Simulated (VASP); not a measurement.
A run of VASP 6.6.1 is set up as follows.

The input POSCAR:

```
N
1.0
    3.9609740433      0.0000000000      0.0000000000
    0.0000000000      3.9609740433      0.0000000000
    0.0000000000      0.0000000000      5.1331803146
N
4
Direct
    0.9024068167      0.9024068167      0.0000000000
    0.5975931833      0.4024068167      0.5000000000
    0.0975931833      0.0975931833      0.0000000000
    0.4024068167      0.5975931833      0.5000000000
```

Contents of INCAR.step1:

```
SYSTEM = N
  ALGO = Normal
  EDIFF = 1E-5
  ENCUT = 520
  GGA = PE
  ISIF = 2
  ISMEAR = 0
  LASPH = .True.
  LREAL = .False.
  LWAVE = .True.
  NBANDS = 18
  NELM = 80
  PREC = Accurate
  SIGMA = 0.01
```

File INCAR.step2:

```
SYSTEM = N
  AEXX = 0.25
  ALGO = Normal
  EDIFF = 1E-6
  ENCUT = 520
  GGA = PE
  ISIF = 2
  ISMEAR = 0
  ISTART = 1
  LASPH = .True.
  LCHARG = .True.
  LELF = .True.
  LHFCALC = .True.
  LREAL = .False.
  LVHAR = .True.
  LWAVE = .False.
  NBANDS = 18
  NELM = 80
  PREC = Accurate
  PRECFOCK = Normal
  SIGMA = 0.01
```

File KPOINTS:

```
k-points
0
Gamma
  4 4 4
  0 0 0
```

Potentials or basis: VASP PAW PBE potentials, release 64 (N).

Launch:

```sh
$ cat potpaw_PBE.64/N/POTCAR > POTCAR
$ cp INCAR.step1 INCAR
$ mpirun -np 1 vasp_std > vasp.out
$ cp INCAR.step2 INCAR
$ mpirun -np 1 vasp_std > vasp.out
```

Task: Predict the largest force.

Result: 1.443 eV/Å.

Task: Estimate the pressure.

Result: 2.7 GPa.

Task: Estimate the band gap on the k mesh.

Result: 9.87 eV (least direct gap 10.12 eV).

Forces on the atoms (eV/Å):
```
N   -1.020 -1.020  0.000
N    1.020 -1.020  0.000
N    1.020  1.020  0.000
N   -1.020  1.020  0.000
```

Caveat: the standard files for N, O and F lose accuracy on very short bonds; this functional lacks dispersion, which holds the molecules together, so the pressure and a relaxed volume are unreliable; the PAW data sets were made with another functional, which shifts forces and pressure a little. A k mesh can miss the band edges.
